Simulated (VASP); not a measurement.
# BiP6 (Fm-3m) in VASP: notebook

Runs on BiP6. Level: PBE. Tasks: relaxation of cell and atoms.

Program: VASP 6.6.1. These are calculated values, not measurements. Logs are shortened: lines on timing, memory, paths and dates and some standing lists are left out, and cuts for length are marked.

### Step 1. The cell of the first run

Symmetry: Fm-3m, No. 225, cubic system. Conventional cell: a = 10.068 Å, b = 10.068 Å, c = 10.068 Å, α = 90.00°, β = 90.00°, γ = 90.00°. Bi (site symmetry m-3m) has 6 P at 2.52 Å within 3.3 Å. Within 3.3 Å of P (site symmetry 4mm) lie 1 Bi at 2.52 Å.

### Step 2. Relaxation of cell and atoms, PBE

File INCAR:

```
PREC = Accurate ; ENCUT = 600
EDIFF = 1E-6 ; ISMEAR = 0
SIGMA = 0.1 ; LREAL = F
LASPH = T ; NELM = 60
ALGO = Normal ; ISIF = 3
LWAVE = F ; LCHARG = F
GGA = PE ; IBRION = 2
NSW = 90 ; EDIFFG = -0.04
```

File KPOINTS:

```
regular mesh
0
Gamma
  4 4 4
```

File POSCAR:

```
BiP6
1.0
    0.0000000000      5.0342193800      5.0342193800
    5.0342193800      0.0000000000      5.0342193800
    5.0342193800      5.0342193800      0.0000000000
Bi P
1 6
Direct
    0.0000000000      0.0000000000      0.0000000000
    0.7500000000      0.2500000000      0.2500000000
    0.2500000000      0.7500000000      0.7500000000
    0.2500000000      0.7500000000      0.2500000000
    0.7500000000      0.2500000000      0.7500000000
    0.2500000000      0.2500000000      0.7500000000
    0.7500000000      0.7500000000      0.2500000000
```

Potentials or basis: VASP PAW PBE potentials, release 64 (Bi_d, P).

On the command line:

```
$ cat potpaw_PBE.64/Bi_d/POTCAR potpaw_PBE.64/P/POTCAR > POTCAR
$ mpirun -np 1 vasp_std > vasp.out
```

OUTCAR:

```text
PREC = Accurate
   ENCUT = 600
   EDIFF = 1E-6
   ISMEAR = 0
   LREAL = F
   LASPH = T
   NELM = 60
   ISIF = 3
   GGA = PE
   IBRION = 2
   NSW = 90
   EDIFFG = -0.04

 ion  position               nearest neighbor table
   1  0.000  0.000  0.000-   2 2.52   3 2.52   4 2.52   5 2.52   6 2.52   7 2.52
   2  0.750  0.250  0.250-   1 2.52
   3  0.250  0.750  0.750-   1 2.52
   4  0.250  0.750  0.250-   1 2.52
   5  0.750  0.250  0.750-   1 2.52
   6  0.250  0.250  0.750-   1 2.52
   7  0.750  0.750  0.250-   1 2.52

  LATTYP: Found a face centered cubic cell.
 ALAT       =    10.0684387600

  Lattice vectors:

 A1 = (   0.0000000000,   5.0342193800,   5.0342193800)
 A2 = (   5.0342193800,   0.0000000000,   5.0342193800)
 A3 = (   5.0342193800,   5.0342193800,   0.0000000000)

Analysis of symmetry for initial positions (statically):
=====================================================================
 Subroutine PRICEL returns:
 Original cell was already a primitive cell.

 Routine SETGRP: Setting up the symmetry group for a
 face centered cubic supercell.

 Subroutine GETGRP returns: Found 48 space group operations
 (whereof 48 operations were pure point group operations)
 out of a pool of 48 trial point group operations.

The static configuration has the point symmetry O_h .

Analysis of symmetry for dynamics (positions and initial velocities):
=====================================================================
 Subroutine PRICEL returns:
 Original cell was already a primitive cell.

 Routine SETGRP: Setting up the symmetry group for a
 face centered cubic supercell.

 Subroutine GETGRP returns: Found 48 space group operations
 (whereof 48 operations were pure point group operations)
 out of a pool of 48 trial point group operations.

The dynamic configuration has the point symmetry O_h .

 Subroutine INISYM returns: Found 48 space group operations
 (whereof 48 operations are pure point group operations),
 and found     1 'primitive' translations

----------------------------------------------------------------------------------------

                                     Primitive cell

[... 80 lines left out ...]
   LASPH  =      T    aspherical Exc in radial PAW
   ENCUT  =  600.0 eV  44.10 Ry    6.64 a.u.  14.22 14.22 14.22*2*pi/ulx,y,z
   NELM   =     60;   NELMIN=  2; NELMDL= -5     # of ELM steps
   EDIFF  = 0.1E-05   stopping-criterion for ELM
   LREAL  =      F    real-space projection
   EDIFFG = -.4E-01   stopping-criterion for IOM
   NSW    =     90    number of steps for IOM
   IBRION =      2    ionic relax: 0-MD 1-quasi-New 2-CG
   NFREE  =      1    steps in history (QN), initial steepest desc. (CG)
   ISIF   =      3    stress and relaxation
   ISYM   =      2    0-nonsym 1-usesym 2-fastsym
   POTIM  = 0.5000    time-step for ionic-motion
   TEBEG  =    0.0;   TEEND  =   0.0 temperature during run
   PSTRESS=    0.0 pullay stress
   NELECT =      45.0000    total number of electrons
   NUPDOWN=      -1.0000    fix difference up-down
   EMIN   =  10.00;   EMAX   =-10.00  energy-range for DOS
   EFERMI =   0.00;   METHOD = LEGACY
   ISMEAR =     0;   SIGMA  =   0.10  broadening in eV -4-tet -1-fermi 0-gaus
   EFERMI_NEDOS =   21; number of points for ismear=-14 and -15
   IALGO  =     38    algorithm
   IMIX   =      4    mixing-type and parameters
     AMIX     =   0.40;   BMIX     =  1.00
     AMIX_MAG =   1.60;   BMIX_MAG =  1.00
  volume/ion in A,a.u.               =      36.45       245.99
  Fermi-wavevector in a.u.,A,eV,Ry     =   0.918058  1.734878 11.467409  0.842831
  Thomas-Fermi vector in A             =   2.043097
   LORBIT       =      0    0 simple, 1 ext, 2 COOP (PROOUT), +10 PAW based schemes
   GGA     = PE    functional components
   LHFCALC =     F    Hartree Fock is set to
   AEXX    =    0.0000 exact exchange contribution
   IVDW    =     0    specifies the selected vdW correction
   LEPSILON=     F    determine dielectric tensor
   LRPA    =     F    only Hartree local field effects (RPA)
 conjugate gradient relaxation of ions
 non-spin polarized calculation
 Gauss-broadening in eV      SIGMA  =   0.10
  energy-cutoff  :      600.00
  volume of cell :      255.17
 maximum number of plane-waves:      8609
 NGX is ok and might be reduce to    60
   NGX = 29   NGY = 29   NGZ = 29

--------------------------------------- Ionic step        1  -------------------------------------------

 number of electron      45.0000005 magnetization

 Free energy of the ion-electron system (eV)
  ---------------------------------------------------
  ext. energy  EPLUGINS =         0.00000000
  ---------------------------------------------------
  free energy    TOTEN  =       -21.02035043 eV

  energy without entropy =      -20.96930785  energy(sigma->0) =      -20.99482914

------------------------ aborting loop because EDIFF is reached ----------------------------------------

  FORCE on cell =-STRESS in cart. coord.  units (eV):
  Direction    XX          YY          ZZ          XY          YZ          ZX
  --------------------------------------------------------------------------------------
  -------------------------------------------------------------------------------------
  Total       -1.7067879     -1.7067879     -1.7067879      0.0000000      0.0000000      0.0000000
  in kB      -10.7167655    -10.7167655    -10.7167655      0.0000000      0.0000000      0.0000000
  external PRESSURE =     -10.7167655 kB  Pullay stress =       0.0000000 kB
[... 104 lines left out ...]
  FREE ENERGIE OF THE ION-ELECTRON SYSTEM (eV)
  ---------------------------------------------------
  free  energy   TOTEN  =       -28.3716677349 eV

  energy  without entropy=      -28.3472214260  energy(sigma->0) =      -28.35944458

[... ionic steps 4 to 8 ...]

--------------------------------------- Ionic step        9  -------------------------------------------

 number of electron      45.0000002 magnetization

------------------------ aborting loop because EDIFF is reached ----------------------------------------
[... 77 lines left out ...]
--------------------------------------- Ionic step       11  -------------------------------------------

 number of electron      45.0000003 magnetization

 Free energy of the ion-electron system (eV)
  ---------------------------------------------------
  ext. energy  EPLUGINS =         0.00000000
  ---------------------------------------------------
  free energy    TOTEN  =       -30.61293991 eV

  energy without entropy =      -30.60076027  energy(sigma->0) =      -30.60685009

 E-fermi :   3.7314     XC(G=0):  -8.1851

 val. band max:        3.7277009214   @ k =  -0.2500   0.2500   0.0000
 cond. band min:       3.9592742366   @ k =   0.0000   0.0000   0.0000
 fundamental gap:      0.2315733152
 Fermi energy:         3.7314290519

 k-point     1 :       0.0000    0.0000    0.0000
  band No.  band energies     occupation
      1     -19.5792      2.00000
      2     -19.5792      2.00000
      3     -19.5479      2.00000
      4     -19.5479      2.00000
      5     -19.5479      2.00000
      6     -11.7777      2.00000
[... 263 lines left out ...]
  FREE ENERGIE OF THE ION-ELECTRON SYSTEM (eV)
  ---------------------------------------------------
  free  energy   TOTEN  =       -30.6129399115 eV

  energy  without entropy=      -30.6007602662  energy(sigma->0) =      -30.60685009

 reached required accuracy - stopping structural energy minimisation
```

CONTCAR:

```text
BiP6
   1.00000000000000
     0.0000000000000000    4.6315323389289720    4.6315323389289720
     4.6315323389289720   -0.0000000000000001    4.6315323389289720
     4.6315323389289720    4.6315323389289720    0.0000000000000001
  Bi              P
     1     6
Direct
     0.0000000000000000    0.0000000000000000    0.0000000000000000
     0.6845093930990901    0.3154906069009100    0.3154906069009100
     0.3154906069009100    0.6845093930990901    0.6845093930990901
     0.3154906069009100    0.6845093930990901    0.3154906069009100
     0.6845093930990901    0.3154906069009100    0.6845093930990901
     0.3154906069009100    0.3154906069009100    0.6845093930990901
     0.6845093930990901    0.6845093930990901    0.3154906069009100

  0.00000000E+00  0.00000000E+00  0.00000000E+00
  0.00000000E+00  0.00000000E+00  0.00000000E+00
  0.00000000E+00  0.00000000E+00  0.00000000E+00
  0.00000000E+00  0.00000000E+00  0.00000000E+00
  0.00000000E+00  0.00000000E+00  0.00000000E+00
  0.00000000E+00  0.00000000E+00  0.00000000E+00
  0.00000000E+00  0.00000000E+00  0.00000000E+00
```

Run time: 27 min. Hardware: 1 thread of Oxide Virtual Turin-like, shared host; peak memory 0.51 GiB.

What came out:

```yaml
Free_energy: -30.6129 eV
Relaxed_volume: 28.39 Å³/atom
Relaxed_cell: a = 6.550 Å, b = 6.550 Å, c = 6.550 Å, α = 60.00°, β = 60.00°, γ = 60.00°
Space_group_after_relaxing_to_0.05_Å: Fm-3m (No. 225)
Energy_gained_by_relaxing: 1370.4 meV/atom
Ionic_steps: 11
Pressure_after_relaxing: 0.0 GPa
```

The path:
| step | energy change (eV) | largest force (eV/Å) | pressure (GPa) | volume (Å³) |
| --- | --- | --- | --- | --- |
| 1 | 0.0000 | 2.3172 | -1.07 | 255.17 |
| 2 | -1.6538 | 2.2836 | -3.51 | 246.27 |
| 3 | -7.3513 | 2.2690 | -6.29 | 220.82 |
| 4 | 33.4313 | 47.6140 | 102.20 | 175.30 |
| 5 | -7.1848 | 2.3695 | -6.00 | 218.45 |
| 6 | -8.8176 | 2.6668 | 6.01 | 196.08 |
| 7 | -9.2047 | 1.2551 | -3.67 | 207.55 |
| 8 | -9.5831 | 0.1703 | -0.14 | 201.76 |
| 9 | -9.5811 | 0.1364 | -0.90 | 202.75 |
| 10 | -9.5762 | 0.2049 | 1.16 | 194.01 |
| 11 | -9.5926 | 0.0161 | 0.00 | 198.70 |

Final structure:
```yaml
crystal:
  lattice:
    - [0.00000, 4.63153, 4.63153]
    - [4.63153, 0.00000, 4.63153]
    - [4.63153, 4.63153, 0.00000]
  atoms:
    - { symbol: Bi, position: [0.00000, 0.00000, 0.00000] }
    - { symbol: P, position: [0.68451, 0.31549, 0.31549] }
    - { symbol: P, position: [0.31549, 0.68451, 0.68451] }
    - { symbol: P, position: [0.31549, 0.68451, 0.31549] }
    - { symbol: P, position: [0.68451, 0.31549, 0.68451] }
    - { symbol: P, position: [0.31549, 0.31549, 0.68451] }
    - { symbol: P, position: [0.68451, 0.68451, 0.31549] }
```

Levels at points of the mesh, in eV from the Fermi level:
```tsv
k point	band 19	band 20	band 21	band 22	band 23	band 24	band 25	band 26	band 27
(0.00, 0.00, 0.00)	-4.34	0.23	0.23	0.23	2.19	2.19	2.19	2.46	2.46
(0.50, 0.00, 0.00)	-2.17	-1.05	-1.05	-0.71	-0.71	0.41	0.41	0.66	2.15
(0.50, 0.50, 0.00)	-4.16	-0.55	-0.55	-0.47	-0.41	1.52	1.52	1.95	1.95
```

Caveat: the volume moved by over 15 % at a fixed basis, so the end points are rough; spin-orbit coupling is left out, which moves the levels of the heavy elements.

### Step 3. Relaxation of cell and atoms, PBE

This run uses another cell than the first one, of 28.34 Å³/atom, 0.777 times its volume.

File INCAR:

```
PREC = Accurate ; ENCUT = 600
EDIFF = 1E-6 ; ISMEAR = 0
SIGMA = 0.1 ; LREAL = F
LASPH = T ; NELM = 80
ALGO = Normal ; ISIF = 3
LWAVE = F ; LCHARG = F
GGA = PE ; IBRION = 2
NSW = 100 ; EDIFFG = -0.01
```

File KPOINTS:

```
regular mesh
0
Gamma
  8 8 8
```

File POSCAR:

```
BiP6
1.0
    0.0000000000      4.6289584681      4.6289584681
    4.6289584681      0.0000000000      4.6289584681
    4.6289584681      4.6289584681      0.0000000000
Bi P
1 6
Direct
    0.0000000000      0.0000000000      0.0000000000
    0.6851407489      0.3148592511      0.3148592511
    0.3148592511      0.6851407489      0.6851407489
    0.3148592511      0.6851407489      0.3148592511
    0.6851407489      0.3148592511      0.6851407489
    0.3148592511      0.3148592511      0.6851407489
    0.6851407489      0.6851407489      0.3148592511
```

Potentials or basis: VASP PAW PBE potentials, release 64 (Bi_d, P).

On the command line:

```
$ cat potpaw_PBE.64/Bi_d/POTCAR potpaw_PBE.64/P/POTCAR > POTCAR
$ mpirun -np 1 vasp_std > vasp.out
```

It took 11 min on 1 thread of Oxide Virtual Turin-like, shared host; peak memory 0.47 GiB.

The run converged. Its results:

| Quantity | Value |
| --- | --- |
| Free energy | -30.6211 eV |
| Relaxed volume | 28.37 Å³/atom |
| Relaxed cell | a = 6.549 Å, b = 6.549 Å, c = 6.549 Å, α = 60.00°, β = 60.00°, γ = 60.00° |
| Space group after relaxing (to 0.05 Å) | Fm-3m (No. 225) |
| Energy gained by relaxing | 0.0 meV/atom |
| Ionic steps | 3 |
| Pressure after relaxing | 0.0 GPa |

Forces on the atoms (eV/Å):
```
Bi   0.000  0.000  0.000
P    0.003  0.000  0.000
P   -0.003  0.000  0.000
P    0.000  0.003  0.000
P    0.000 -0.003  0.000
P    0.000  0.000  0.003
P    0.000  0.000 -0.003
```

Final structure:
```xyz
7
Lattice="0.0000 4.6309 4.6309 4.6309 0.0000 4.6309 4.6309 4.6309 0.0000" Properties=species:S:1:pos:R:3 pbc="T T T"
Bi    0.0000    0.0000    0.0000
P     2.9157    4.6309    4.6309
P     6.3460    4.6309    4.6309
P     4.6309    2.9157    4.6309
P     4.6309    6.3460    4.6309
P     4.6309    4.6309    2.9157
P     4.6309    4.6309    6.3460
```

Levels at points of the mesh, in eV from the Fermi level:
| k point | band 19 | band 20 | band 21 | band 22 | band 23 | band 24 | band 25 | band 26 | band 27 |
| --- | --- | --- | --- | --- | --- | --- | --- | --- | --- |
| (0.00, 0.00, 0.00) | -4.32 | 0.19 | 0.19 | 0.19 | 2.15 | 2.15 | 2.15 | 2.48 | 2.48 |
| (0.50, 0.00, 0.00) | -2.18 | -1.06 | -1.06 | -0.76 | -0.76 | 0.37 | 0.37 | 0.70 | 2.11 |
| (0.50, 0.50, 0.00) | -4.17 | -0.59 | -0.59 | -0.51 | -0.46 | 1.48 | 1.48 | 1.89 | 1.89 |

Caveat: spin-orbit coupling is left out, which moves the levels of the heavy elements.
